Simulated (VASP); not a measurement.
Here is a VASP 6.6.1 calculation.

File INCAR:

```
SYSTEM = B17P16
PREC     = Accurate       ! precision mode
ENCUT    = 520            ! plane-wave cutoff, eV
EDIFF    = 1E-7           ! SCF threshold, eV
ISMEAR   = 0              ! smearing method
SIGMA    = 0.01           ! smearing width, eV
LREAL    = Auto         
LASPH    = .TRUE.         ! aspherical terms in the spheres
NELM     = 150            ! most SCF steps
ALGO     = Normal         ! electronic algorithm
ISIF     = 2              ! what is computed and relaxed
LWAVE    = .FALSE.        ! write WAVECAR
LCHARG   = .FALSE.        ! write CHGCAR
ISPIN    = 2              ! spin polarisation
MAGMOM   = 0 0 0.091 0 0.091 0 0 0.091 0 0 0 0.091 0.091 0 0.091 0 0.091 0 0 0.091 0 0.091 0 0 0 0.091 0 0 0.091 0 0 0 0 ! initial moments
LORBIT   = 11             ! projections on sites
GGA      = PE             ! functional
NBANDS   = 92             ! bands
```

Contents of KPOINTS:

```
Automatic mesh
0
Gamma
  2 2 2
  0.5 0.5 0.5
```

POSCAR

```
B17P16
1.0
   -4.5481927936      4.5481927936     -4.5481927936
    4.5481927936     -4.5481927936     -4.5481927936
   -4.5481927936     -4.5481927936      4.5481927936
B P
17 16
Direct
    0.0000000000      0.2500000000      0.7500000000
    0.7500000000      0.2500000000      1.0000000000
    0.5000000000      0.2452573249      0.2452573249
    0.2500000000      0.0000000000      0.7500000000
    0.2452573249      0.2452573249      0.5000000000
    1.0084846284      1.0084846284      1.0084846284
    0.7500000000      0.0000000000      0.2500000000
    0.5000000000      0.7547426751      0.7547426751
    0.5000000000     -0.0084846284      0.5000000000
    0.2500000000      0.7500000000      1.0000000000
    0.0000000000      0.7500000000      0.2500000000
    0.7547426751      0.5000000000      0.7547426751
    0.7547426751      0.7547426751      0.5000000000
    0.5000000000      0.5000000000      0.9915153716
    0.2452573249      0.5000000000      0.2452573249
   -0.0084846284      0.5000000000      0.5000000000
    0.5000000000      0.5000000000      0.5000000000
    0.0008378398      0.5000000000      0.7514409142
    0.7514409142      0.5000000000      0.0008378398
    0.5000000000      0.5000000000      0.2425506597
    0.2485590858      0.2485590858      0.7493969256
    0.2425506597      0.5000000000      0.5000000000
   -0.0008378398      0.2506030744     -0.0008378398
    0.7493969256      0.2485590858      0.2485590858
    0.5000000000      0.0008378398      0.7514409142
    0.5000000000      0.2425506597      0.5000000000
    0.2506030744     -0.0008378398     -0.0008378398
   -0.0008378398     -0.0008378398      0.2506030744
    0.7574493403      0.7574493403      0.7574493403
    0.7514409142      0.0008378398      0.5000000000
    0.5000000000      0.7514409142      0.0008378398
    0.2485590858      0.7493969256      0.2485590858
    0.0008378398      0.7514409142      0.5000000000
```

Potentials or basis: VASP PAW PBE potentials, release 64 (B, P).

Command:

```console
$ cat potpaw_PBE.64/B/POTCAR potpaw_PBE.64/P/POTCAR > POTCAR
$ mpirun -np 1 vasp_std > vasp.out
```

(1) Predict the net moment.

(2) Predict the largest force.

(3) Estimate the pressure.

Answers

(1) 1.00 μB per cell.

(2) 0.017 eV/Å.

(3) 2.8 GPa.

Caveat: the k points lie up to 0.49 Å⁻¹ apart; the cell differs from its parent crystal (with an interstitial atom, then relaxed in part).
